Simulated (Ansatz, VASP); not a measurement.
**Mg2Ir: VASP beside Ansatz**

```
CELL_PARAMETERS angstrom
1.48664 0.85831 6.86079
-1.48664 0.85831 6.86079
0.00000 -1.71662 6.86079
ATOMIC_POSITIONS crystal
Mg 0.76751 0.76751 0.76751
Mg 0.23249 0.23249 0.23249
Ir 0.00000 0.00000 0.00000
```

Alike in both runs: functional PBE; k mesh 6 × 6 × 6; occupations gaussian, width 0.1 eV; no spin polarisation.

Ansatz relaxed the structure, and its values are those at the end. VASP's run is a single point on that final structure, the one shown.

```csv
,VASP,Ansatz
version,VASP 6.6.1,Ansatz 0.2.0
potentials or method,"VASP PAW PBE potentials, release 64 (Mg, Ir), cutoff 520 eV","scalar-relativistic, plane waves, PAW"
valence electrons in the cell,13,37
```

```csv
,VASP,Ansatz,Ansatz less VASP
gap on the k mesh at the Fermi level (eV),none,none,-
pressure (GPa),0.0,0.1,+0.11
rms of the force components (eV/Å),0.002,0.006,+0.0041
```

A gap of «none» marks a metal or a gap that the smearing closes. VASP's potentials hold 13 valence electrons a cell and Ansatz's 37, so a difference there can come from the potentials and not from the codes.

The k mesh is coarse, so the values compare programs but aren't converged. Neither program's run includes spin-orbit coupling.
